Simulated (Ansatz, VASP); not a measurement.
## One calculation of Cl, two programs

File INCAR:

```
PREC     = Accurate       # precision mode
ENCUT    = 520            # plane-wave cutoff, eV
EDIFF    = 1E-6           # SCF threshold, eV
ISMEAR   = 0              # smearing method
SIGMA    = 0.02           # smearing width, eV
LREAL    = False          # projectors in reciprocal space
LASPH    = True           # aspherical terms in the spheres
NELM     = 60             # most SCF steps
ALGO     = Normal         # electronic algorithm
ISIF     = 2              # what is computed and relaxed
LWAVE    = False          # write WAVECAR
LCHARG   = False          # write CHGCAR
GGA      = PS             # functional
NBANDS   = 22             # bands
```

Contents of KPOINTS:

```
Automatic mesh
0
Gamma
  8 8 4
```

Contents of POSCAR:

```
Cl
1.0
    3.1508053709     -2.0824413168      0.0000000000
    3.1508053709      2.0824413168      0.0000000000
    0.0000000000      0.0000000000      8.4947971131
Cl
4
Direct
    0.8500000000      0.1500000000      0.1170000000
    0.6500000000      0.3500000000      0.6170000000
    0.1500000000      0.8500000000      0.8830000000
    0.3500000000      0.6500000000      0.3830000000
```

Input for Ansatz:

```yaml
crystal:
  lattice:
    - [3.1508053709, -2.0824413168, 0.0]
    - [3.1508053709, 2.0824413168, 0.0]
    - [0.0, 0.0, 8.4947971131]
  atoms:
    - { symbol: Cl, position: [0.85, 0.15, 0.117] }
    - { symbol: Cl, position: [0.65, 0.35, 0.617] }
    - { symbol: Cl, position: [0.15, 0.85, 0.883] }
    - { symbol: Cl, position: [0.35, 0.65, 0.383] }
basis:
  ecutwfc: 420
kpoints:
  mp_grid: { grid: [8, 8, 4] }
hamiltonian:
  xc: pbesol
scf:
  occupations: { method: gaussian, width: 0.02 }
output:
  forces: true
  stress: true
  eigenvalues: true
```

Alike in both runs: task single point; functional PBEsol; k mesh 8 × 8 × 4; occupations gaussian, width 0.02 eV; no spin polarisation.

```csv
,VASP,Ansatz
version,VASP 6.6.1,Ansatz 0.2.0
potentials or method,"VASP PAW PBE potentials, release 64 (Cl), cutoff 520 eV","scalar-relativistic, plane waves, PAW"
valence electrons in the cell,28,28
```

|  | VASP | Ansatz | Ansatz less VASP |
| --- | --- | --- | --- |
| gap on the k mesh at the Fermi level (eV) | 0.94 | 0.92 | -0.023 |
| least direct gap on the mesh (eV) | 0.98 | 0.96 | -0.022 |
| pressure (GPa) | -6.9 | -6.8 | +0.10 |
| traceless stress, the component that is largest in VASP (GPa) | 7.51 | 7.48 | -0.033 |
| rms of the force components (eV/Å) | 1.100 | 1.077 | -0.0231 |

VASP's potentials were made for PBE, not for PBEsol. Atom by atom the forces differ by 0.024 eV/Å (rms over components).
